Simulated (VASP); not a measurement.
Runs of VASP 6.6.1 on Ta. The structure is that of space group P6_3/mmc (No. 194), or close to it. The cells are those of the table. This isn't the form of Ta at room conditions, which is bcc.

```csv
cell,k mesh,gap on the mesh (eV),pressure (GPa)
"a = 2.899, b = 2.899, c = 9.921 Å, angles 90.0, 90.0, 120.0°, 4 atoms",14 × 14 × 4,none,8.5
"a = 2.977, b = 2.977, c = 10.189 Å, angles 90.0, 90.0, 120.0°, 4 atoms",14 × 14 × 4,none,-6.9
"a = 2.938, b = 2.938, c = 10.057 Å, angles 90.0, 90.0, 120.0°, 4 atoms",14 × 14 × 4,none,(a)
"a = 2.816, b = 2.816, c = 9.637 Å, angles 90.0, 90.0, 120.0°, 4 atoms",14 × 14 × 4,none,(b)
"a = 2.858, b = 2.858, c = 9.781 Å, angles 90.0, 90.0, 120.0°, 4 atoms",14 × 14 × 4,none,18.7
"a = 2.938, b = 2.938, c = 10.057 Å, angles 90.0, 90.0, 120.0°, 4 atoms",12 × 12 × 4,none,0.0
```

Alike in all rows: task single point; level PBE; potentials or basis VASP PAW PBE potentials, release 64 (Ta_pv); no spin polarisation; cutoff (eV) 520; smearing fermi-dirac 0.1 eV.

Problem. Estimate the missing entries.

Solution. (a) 0.1; (b) 31.0.

Caveats: spin-orbit coupling is left out, which moves the levels of the heavy elements; the cell stands under pressure (at least some runs); the cell stands under tension (at least some runs).

A k mesh can miss the band edges, and the runs leave out spin-orbit coupling on Ta.

A gap of «none» marks levels without a gap at the run's occupations.
